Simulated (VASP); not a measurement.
## Ni3Ge: single point with PBEsol

Crystal: Ni3Ge.

```
CELL_PARAMETERS angstrom
3.53033 0.00000 0.00000
0.00000 3.53033 0.00000
0.00000 0.00000 3.53033
ATOMIC_POSITIONS crystal
Ni 0.50000 0.00000 0.50000
Ni 0.00000 0.50000 0.50000
Ni 0.50000 0.50000 0.00000
Ge 0.00000 0.00000 0.00000
```

```json
{"Program": "VASP 6.6.1", "Task": "single point", "Functional": "PBEsol", "Potentials or basis": "VASP PAW PBE potentials, release 64 (Ni, Ge_d)", "Cutoff": "520 eV", "k mesh": "12 × 12 × 12", "Occupations": "gaussian, width 0.1 eV", "Spin": "no spin polarisation"}
```

```
Pressure               : -0.8 GPa
Band gap on the k mesh : zero (band 22 reaches 10.22 eV, above the bottom of band 23 at 9.99 eV)
```

Levels at points of the mesh, in eV from the Fermi level:
```csv
k point,band 20,band 21,band 22,band 23,band 24,band 25
"(0.00, 0.00, 0.00)",-0.58,-0.29,0.03,0.03,0.03,3.96
"(0.50, 0.00, 0.00)",-1.14,-0.53,0.03,3.62,3.62,4.67
"(0.50, 0.50, 0.00)",-1.11,-0.94,-0.93,0.63,0.63,5.72
"(0.50, 0.50, 0.50)",-1.17,-0.53,-0.20,-0.20,-0.20,0.70
```

Wall time 3.3 min on 1 thread of Intel(R) Xeon(R) Platinum 8175M CPU @ 2.50GHz (Skylake/Cascade Lake), on a shared host, peak memory 0.22 GiB.

Caveat: the PAW data sets were made with another functional, which shifts forces and pressure a little. Spin polarisation is off, so any magnetic state and its effect on volume and gap are missing.
